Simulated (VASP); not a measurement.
# LiH (F-43m) in VASP: further runs

Aim: see how the results for LiH move with the level of theory and the settings. Levels: PBE-based screened hybrid, HSE06. Tasks: single point.

Everything below comes from runs of VASP 6.6.1. Logs are shortened: lines on timing, memory, paths and dates and some standing lists are left out, and cuts for length are marked.

## Step 1: The cell of the first run

It takes space group F-43m (No. 216, cubic). The conventional cell has a = 4.290 Å, b = 4.290 Å, c = 4.290 Å, α = 90.00°, β = 90.00°, γ = 90.00°. Within 2.5 Å of Li (site symmetry -43m) lie 4 H at 1.86 Å. H (site symmetry -43m) has 4 Li at 1.86 Å within 2.5 Å.

## Step 2: Single point, PBE-based screened hybrid

Contents of POSCAR:

```
LiH
1.0
    0.0000000000      2.1451220117      2.1451220117
    2.1451220117      0.0000000000      2.1451220117
    2.1451220117      2.1451220117      0.0000000000
Li H
1 1
Direct
    0.0000000000      0.0000000000      0.0000000000
    0.2500000000      0.2500000000      0.2500000000
```

Contents of INCAR.step1:

```
SYSTEM = LiH
PREC = Accurate
ENCUT = 520
EDIFF = 1E-5
ISMEAR = 0
SIGMA = 0.01
LREAL = .False.
LASPH = .True.
NELM = 80
ALGO = Normal
ISIF = 2
LWAVE = .True.
LCHARG = .False.
NBANDS = 9
GGA = PE
```

Contents of INCAR.step2:

```
SYSTEM = LiH
PREC = Accurate
ENCUT = 520
EDIFF = 1E-6
ISMEAR = 0
SIGMA = 0.01
LREAL = .False.
LASPH = .True.
NELM = 80
ALGO = Normal
ISIF = 2
LWAVE = .False.
LCHARG = .False.
GGA = PE
LHFCALC = .True.
AEXX = 0.4
HFSCREEN = 0.5
PRECFOCK = Normal
NBANDS = 9
ISTART = 1
```

Contents of KPOINTS:

```
Automatic mesh
0
Gamma
  4 4 4
  0 0 0
```

Potentials or basis: VASP PAW PBE potentials, release 64 (Li_sv, H).

Started as:

```bash
cat potpaw_PBE.64/Li_sv/POTCAR potpaw_PBE.64/H/POTCAR > POTCAR
cp INCAR.step1 INCAR
mpirun -np 1 vasp_std > vasp.out
cp INCAR.step2 INCAR
mpirun -np 1 vasp_std > vasp.out
```

OUTCAR:

```text
SYSTEM = LiH
   PREC = Accurate
   ENCUT = 520
   EDIFF = 1E-6
   ISMEAR = 0
   LREAL = .False.
   LASPH = .True.
   NELM = 80
   ISIF = 2
   GGA = PE
   LHFCALC = .True.
   AEXX = 0.4
   HFSCREEN = 0.5
   PRECFOCK = Normal
   ISTART = 1

 ion  position               nearest neighbor table
   1  0.000  0.000  0.000-
   2  0.250  0.250  0.250-

  LATTYP: Found a face centered cubic cell.
 ALAT       =     4.2902440234

  Lattice vectors:

 A1 = (   0.0000000000,   2.1451220117,   2.1451220117)
 A2 = (   2.1451220117,   0.0000000000,   2.1451220117)
 A3 = (   2.1451220117,   2.1451220117,   0.0000000000)

Analysis of symmetry for initial positions (statically):
=====================================================================
 Subroutine PRICEL returns:
 Original cell was already a primitive cell.

 Routine SETGRP: Setting up the symmetry group for a
 face centered cubic supercell.

 Subroutine GETGRP returns: Found 24 space group operations
 (whereof 24 operations were pure point group operations)
 out of a pool of 48 trial point group operations.

The static configuration has the point symmetry T_d .

Analysis of symmetry for dynamics (positions and initial velocities):
=====================================================================
 Subroutine PRICEL returns:
 Original cell was already a primitive cell.

 Routine SETGRP: Setting up the symmetry group for a
 face centered cubic supercell.

 Subroutine GETGRP returns: Found 24 space group operations
 (whereof 24 operations were pure point group operations)
 out of a pool of 48 trial point group operations.

The dynamic configuration has the point symmetry T_d .

 Subroutine INISYM returns: Found 24 space group operations
 (whereof 24 operations are pure point group operations),
 and found     1 'primitive' translations

----------------------------------------------------------------------------------------

                                     Primitive cell

  volume of cell :      19.7418

  direct lattice vectors                    reciprocal lattice vectors
     0.000000000  2.145122012  2.145122012    -0.233086975  0.233086975  0.233086975
     2.145122012  0.000000000  2.145122012     0.233086975 -0.233086975  0.233086975
     2.145122012  2.145122012  0.000000000     0.233086975  0.233086975 -0.233086975

  length of vectors
     3.033660642  3.033660642  3.033660642     0.403718483  0.403718483  0.403718483

  position of ions in fractional coordinates (direct lattice)
     0.000000000  0.000000000  0.000000000
     0.250000000  0.250000000  0.250000000

  ion indices of the primitive-cell ions
   primitive index   ion index
                 1           1
                 2           2

----------------------------------------------------------------------------------------

 KPOINTS: Automatic mesh

Automatic generation of k-mesh.
 Grid dimensions read from file:
 generate k-points for:    4    4    4

 Generating k-lattice:

  Cartesian coordinates                     Fractional coordinates (reciprocal lattice)
    -0.058271744  0.058271744  0.058271744     0.250000000  0.000000000  0.000000000
     0.058271744 -0.058271744  0.058271744     0.000000000  0.250000000  0.000000000
     0.058271744  0.058271744 -0.058271744     0.000000000  0.000000000  0.250000000

  Length of vectors
     0.100929621  0.100929621  0.100929621

  Shift w.r.t. Gamma in fractional coordinates (k-lattice)
     0.000000000  0.000000000  0.000000000

 Subroutine IBZKPT returns following result:
 ===========================================

 Found      8 irreducible k-points:

 Following reciprocal coordinates:
            Coordinates               Weight
  0.000000  0.000000  0.000000      1.000000
  0.250000  0.000000  0.000000      8.000000
  0.500000  0.000000  0.000000      4.000000
  0.250000  0.250000  0.000000      6.000000
  0.500000  0.250000  0.000000     24.000000
 -0.250000  0.250000  0.000000     12.000000
  0.500000  0.500000  0.000000      3.000000
 -0.250000  0.500000  0.250000      6.000000
   k-points           NKPTS =      8   k-points in BZ     NKDIM =     64   number of bands    NBANDS=      9
   number of dos      NEDOS =    301   number of ions     NIONS =      2
   total plane-waves  NPLWV =  13824
   dimension x,y,z NGX =    24 NGY =   24 NGZ =   24
   dimension x,y,z NGXF=    48 NGYF=   48 NGZF=   48
   ions per type =               1   1
   NGX,Y,Z   is equivalent  to a cutoff of  13.15, 13.15, 13.15 a.u.
   NGXF,Y,Z  is equivalent  to a cutoff of  26.30, 26.30, 26.30 a.u.
 SYSTEM =  LiH
   PREC   = accura    normal or accurate (medium, high low for compatibility)
   ISTART =      1    job   : 0-new  1-cont  2-samecut
   ICHARG =      0    charge: 1-file 2-atom 10-const
   ISPIN  =      1    spin polarized calculation?
   LNONCOLLINEAR =      F non collinear calculations
   LSORBIT =      F    spin-orbit coupling
   LASPH  =      T    aspherical Exc in radial PAW
   ENCUT  =  520.0 eV  38.22 Ry    6.18 a.u.   5.64  5.64  5.64*2*pi/ulx,y,z
   NELM   =     80;   NELMIN=  2; NELMDL=  0     # of ELM steps
   EDIFF  = 0.1E-05   stopping-criterion for ELM
   LREAL  =      F    real-space projection
   EDIFFG = 0.1E-04   stopping-criterion for IOM
   NSW    =      0    number of steps for IOM
   IBRION =     -1    ionic relax: 0-MD 1-quasi-New 2-CG
   NFREE  =      0    steps in history (QN), initial steepest desc. (CG)
   ISIF   =      2    stress and relaxation
   ISYM   =      3    0-nonsym 1-usesym 2-fastsym
   POTIM  = 0.5000    time-step for ionic-motion
   TEBEG  =    0.0;   TEEND  =   0.0 temperature during run
   PSTRESS=    0.0 pullay stress
   NELECT =       4.0000    total number of electrons
   NUPDOWN=      -1.0000    fix difference up-down
   EMIN   =  10.00;   EMAX   =-10.00  energy-range for DOS
   EFERMI =   0.00;   METHOD = LEGACY
   ISMEAR =     0;   SIGMA  =   0.01  broadening in eV -4-tet -1-fermi 0-gaus
   EFERMI_NEDOS =   21; number of points for ismear=-14 and -15
   IALGO  =     38    algorithm
   IMIX   =      1    mixing-type and parameters
     AMIX     =   0.40;   BMIX     =  1.00
     AMIX_MAG =   1.60;   BMIX_MAG =  1.00
  volume/ion in A,a.u.               =       9.87        66.61
  Fermi-wavevector in a.u.,A,eV,Ry     =   0.961537  1.817042 12.579322  0.924554
  Thomas-Fermi vector in A             =   2.090918
   LORBIT       =      0    0 simple, 1 ext, 2 COOP (PROOUT), +10 PAW based schemes
   GGA     = PE    functional components
   LHFCALC =     T    Hartree Fock is set to
   PRECFOCK=normal    Normal, Fast or Accurate (Low or Medium for compatibility)
   ENCUT4O =  -1.0   cutoff for four orbital integrals eV
   NKREDX  =     1    reduce k-point grid by
   NKREDY  =     1    reduce k-point grid by
   NKREDZ  =     1    reduce k-point grid by
   AEXX    =    0.4000 exact exchange contribution
   HFSCREEN=    0.5000 screening length (either q_TF or 0.3 A-1)
   HFSCREENC=   0.5000 screening length for correlation (either q_TF or 0.3 A-1)
   ENCUTFOCK=  -1.0 apply spherical cutoff to Coloumb kernel
   IVDW    =     0    specifies the selected vdW correction
   LEPSILON=     F    determine dielectric tensor
   LRPA    =     F    only Hartree local field effects (RPA)
 non-spin polarized calculation
 Gauss-broadening in eV      SIGMA  =   0.01
  energy-cutoff  :      520.00
  volume of cell :       19.74
 maximum number of plane-waves:       544
 NGX is ok and might be reduce to    24
  NGX = 18; NGY = 18; NGZ = 18

 number of electron       3.9999993 magnetization

 Free energy of the ion-electron system (eV)
  ---------------------------------------------------
  ext. energy  EPLUGINS =         0.00000000
  ---------------------------------------------------
  free energy    TOTEN  =        -6.59345888 eV

  energy without entropy =       -6.59345888  energy(sigma->0) =       -6.59345888

 E-fermi :  -2.0882     XC(G=0):  -6.3483

 val. band max:       -2.3180576760   @ k =  -0.2500   0.5000   0.2500
 cond. band min:       2.6832549459   @ k =   0.5000   0.0000   0.0000
 fundamental gap:      5.0013126219
 Fermi energy:        -2.0882024308

 k-point     1 :       0.0000    0.0000    0.0000
  band No.  band energies     occupation
      1     -49.9690      2.00000
      2      -6.3408      2.00000
      3      12.1145      0.00000
      4      16.2917      0.00000
      5      16.2917      0.00000
      6      16.2917      0.00000
      7      18.8347      0.00000
      8      18.8347      0.00000
      9      18.8347      0.00000

 k-point     2 :       0.2500    0.0000    0.0000
  band No.  band energies     occupation
      1     -49.9564      2.00000
      2      -5.2679      2.00000
      3       7.0309      0.00000
      4      14.5923      0.00000
      5      14.5923      0.00000
      6      14.8612      0.00000
      7      19.9199      0.00000
      8      19.9199      0.00000
      9      21.5899      0.00000

 k-point     3 :       0.5000    0.0000    0.0000
  band No.  band energies     occupation
      1     -49.9440      2.00000
      2      -3.4551      2.00000
      3       2.6833      0.00000
      4      14.0296      0.00000
      5      14.0296      0.00000
      6      15.0987      0.00000
      7      17.8788      0.00000
      8      17.8788      0.00000
      9      21.6752      0.00000

 k-point     4 :       0.2500    0.2500    0.0000
  band No.  band energies     occupation
      1     -49.9524      2.00000
      2      -4.9260      2.00000
      3       8.4805      0.00000
      4      11.5334      0.00000
      5      11.5334      0.00000
      6      13.8139      0.00000
      7      16.9138      0.00000
      8      25.3158      0.00000
      9      25.8011      0.00000

 k-point     5 :       0.5000    0.2500    0.0000
  band No.  band energies     occupation
      1     -49.9399      2.00000
      2      -3.1001      2.00000
      3       4.0958      0.00000
      4       9.1334      0.00000
      5      10.9992      0.00000
      6      13.9183      0.00000
      7      19.1547      0.00000
      8      23.8586      0.00000
      9      24.5323      0.00000

 k-point     6 :      -0.2500    0.2500    0.0000
  band No.  band energies     occupation
      1     -49.9441      2.00000
      2      -3.7250      2.00000
      3       4.5302      0.00000
      4       9.2321      0.00000
      5      13.2726      0.00000
      6      15.3426      0.00000
      7      19.4838      0.00000
      8      21.9966      0.00000
      9      23.2839      0.00000

 k-point     7 :       0.5000    0.5000    0.0000
  band No.  band energies     occupation
      1     -49.9360      2.00000
      2      -2.6595      2.00000
      3       5.7483      0.00000
      4       8.6977      0.00000
      5       9.5371      0.00000
      6       9.5371      0.00000
      7      17.3915      0.00000
      8      27.8463      0.00000
      9      31.8435      0.00000

 k-point     8 :      -0.2500    0.5000    0.2500
  band No.  band energies     occupation
      1     -49.9359      2.00000
      2      -2.3181      2.00000
      3       4.9992      0.00000
      4       5.4618      0.00000
      5       9.7727      0.00000
      6      17.1715      0.00000
      7      19.0743      0.00000
      8      20.4689      0.00000
      9      26.0090      0.00000

------------------------ aborting loop because EDIFF is reached ----------------------------------------

  FORCE on cell =-STRESS in cart. coord.  units (eV):
  Direction    XX          YY          ZZ          XY          YZ          ZX
  --------------------------------------------------------------------------------------
  -------------------------------------------------------------------------------------
  Total       -0.0791211     -0.0791211     -0.0791211      0.0000000     -0.0000000      0.0000000
  in kB       -6.4212069     -6.4212069     -6.4212069      0.0000000     -0.0000000      0.0000000
  external PRESSURE =      -6.4212069 kB  Pullay stress =       0.0000000 kB

 VOLUME and BASIS-vectors are now :
 -----------------------------------------------------------------------------
  energy-cutoff  :      520.00
  volume of cell :       19.74
      direct lattice vectors                 reciprocal lattice vectors
     0.000000000  2.145122012  2.145122012    -0.233086975  0.233086975  0.233086975
     2.145122012  0.000000000  2.145122012     0.233086975 -0.233086975  0.233086975
     2.145122012  2.145122012  0.000000000     0.233086975  0.233086975 -0.233086975

 POSITION                                       TOTAL-FORCE (eV/Angst)
 -----------------------------------------------------------------------------------
      0.00000      0.00000      0.00000        -0.000000     -0.000000     -0.000000
      1.07256      1.07256      1.07256         0.000000      0.000000      0.000000
 -----------------------------------------------------------------------------------
    total drift:                                0.000003      0.000001      0.000002

  FREE ENERGIE OF THE ION-ELECTRON SYSTEM (eV)
  ---------------------------------------------------
  free  energy   TOTEN  =        -6.5934588773 eV

  energy  without entropy=       -6.5934588773  energy(sigma->0) =       -6.59345888
```

Run time: 23 s. Hardware: 1 thread of AMD EPYC 7R13 (Zen 3), shared host; peak memory 0.2 GiB.

What came out:

- Free energy: -6.5935 eV
- Band gap on the k mesh: 5.00 eV, indirect (least direct gap 6.14 eV)

Levels at points of the mesh, in eV from the valence-band top:
| k point | band 1 | band 2 | band 3 | band 4 | band 5 |
| --- | --- | --- | --- | --- | --- |
| (0.00, 0.00, 0.00) | -47.65 | -4.02 | 14.43 | 18.61 | 18.61 |
| (0.50, 0.00, 0.00) | -47.63 | -1.14 | 5.00 | 16.35 | 16.35 |
| (0.50, 0.50, 0.00) | -47.62 | -0.34 | 8.07 | 11.02 | 11.86 |

Caveat: the k points lie up to 0.63 Å⁻¹ apart; the cutoff is under 1.25 times the usual one of these potentials, so pressure, stress and relaxed cells hold a basis-set (Pulay) error; the PAW data sets were made with another functional, which shifts forces and pressure a little.

## Step 3: Single point, HSE06

POSCAR is that of step 2.

Contents of INCAR.step1:

```
PREC = Accurate ; ENCUT = 520
EDIFF = 1E-5 ; ISMEAR = 0
SIGMA = 0.01 ; LREAL = F
LASPH = T ; NELM = 80
ALGO = Normal ; ISIF = 2
LWAVE = T ; LCHARG = F
GGA = PE ; NBANDS = 9
```

Contents of INCAR.step2:

```
PREC = Accurate ; ENCUT = 520
EDIFF = 1E-6 ; ISMEAR = 0
SIGMA = 0.01 ; LREAL = F
LASPH = T ; NELM = 80
ALGO = Normal ; ISIF = 2
LWAVE = F ; LCHARG = F
GGA = PE ; LHFCALC = T
HFSCREEN = 0.2079 ; PRECFOCK = Normal
ISTART = 1 ; NBANDS = 9
```

Contents of KPOINTS:

```
regular mesh
0
Gamma
  4 4 4
```

Potentials or basis: VASP PAW PBE potentials, release 64 (Li_sv, H).

Started as:

```bash
cat potpaw_PBE.64/Li_sv/POTCAR potpaw_PBE.64/H/POTCAR > POTCAR
cp INCAR.step1 INCAR
mpirun -np 1 vasp_std > vasp.out
cp INCAR.step2 INCAR
mpirun -np 1 vasp_std > vasp.out
```

Wall time 15 s (1 thread of AMD EPYC 7R13 (Zen 3), shared host); peak memory 0.2 GiB.

The run converged. Its results:

| Item | Value |
| --- | --- |
| Free energy | -6.6867 eV |
| Band gap on the k mesh | 5.25 eV, indirect (least direct gap 6.42 eV) |

Levels at points of the mesh, in eV from the valence-band top:
| k point | band 1 | band 2 | band 3 | band 4 | band 5 |
| --- | --- | --- | --- | --- | --- |
| (0.00, 0.00, 0.00) | -46.26 | -4.15 | 14.65 | 18.86 | 18.86 |
| (0.50, 0.00, 0.00) | -46.23 | -1.18 | 5.25 | 16.61 | 16.61 |
| (0.50, 0.50, 0.00) | -46.22 | -0.37 | 8.32 | 11.25 | 12.13 |

Caveat: the k points lie up to 0.63 Å⁻¹ apart; the cutoff is under 1.25 times the usual one of these potentials, so pressure, stress and relaxed cells hold a basis-set (Pulay) error; the PAW data sets were made with another functional, which shifts forces and pressure a little.
